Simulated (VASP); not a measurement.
Set up this calculation in VASP 6.6.1, as the native input.

- Task: single point
- Functional: r2SCAN
- Potentials or basis: VASP PAW PBE potentials, release 64 (In_d, P)
- Cutoff: 520 eV
- k mesh: 8 × 8 × 8
- Occupations: gaussian, width 0.01 eV
- Spin: no spin polarisation
- Dipole correction: no
- Further INCAR settings: ALGO = Normal; EDIFF = 1e-07; NBANDS = 16

Crystal: InP.

```
CELL_PARAMETERS angstrom
0.00000 2.95381 2.99399
2.95381 0.00000 2.99399
2.95381 2.95381 0.00000
ATOMIC_POSITIONS crystal
In 0.00000 0.00000 0.00000
P 0.25000 0.25000 0.25000
```

This cell differs from its parent crystal: uniaxial z strain +1.4%.

One way to write it, as run:

POSCAR

```
InP
1.0
    0.0000000000      2.9538133435      2.9939852050
    2.9538133435      0.0000000000      2.9939852050
    2.9538133435      2.9538133435      0.0000000000
In P
1 1
Direct
    0.0000000000      0.0000000000      0.0000000000
    0.2500000000      0.2500000000      0.2500000000
```

INCAR.step1

```
SYSTEM = InP
PREC = Accurate
ENCUT = 520
ISMEAR = 0
SIGMA = 0.01
LREAL = .False.
LASPH = .True.
NELM = 60
NBANDS = 16
GGA = PE
ALGO = Normal
EDIFF = 1E-4
LWAVE = .True.
LCHARG = .False.
```

INCAR.step2

```
SYSTEM = InP
PREC = Accurate
ENCUT = 520
EDIFF = 1E-7
ISMEAR = 0
SIGMA = 0.01
LREAL = .False.
LASPH = .True.
NELM = 60
ALGO = Normal
ISIF = 2
LWAVE = .False.
LCHARG = .True.
METAGGA = R2SCAN
LMIXTAU = .True.
LELF = .True.
LVHAR = .True.
NBANDS = 16
ISTART = 1
```

KPOINTS

```
regular mesh
0
Gamma
  8 8 8
  0 0 0
```

Potentials or basis: VASP PAW PBE potentials, release 64 (In_d, P).

Launch:

```console
$ cat potpaw_PBE.64/In_d/POTCAR potpaw_PBE.64/P/POTCAR > POTCAR
$ cp INCAR.step1 INCAR
$ mpirun -np 1 vasp_std > vasp.out
$ cp INCAR.step2 INCAR
$ mpirun -np 1 vasp_std > vasp.out
```

Results of the run:

```yaml
Pressure: -1.0 GPa
Band_gap_on_the_k_mesh: 0.93 eV, direct
```

Caveat: the cell differs from its parent crystal (uniaxial z strain +1.4%); the PAW data sets were made with another functional, which shifts forces and pressure a little; spin-orbit coupling is left out, which moves the levels of the heavy elements.

Run time: 5.1 min on 1 thread of AMD EPYC 7R13, on a shared host, peak memory 0.18 GiB.
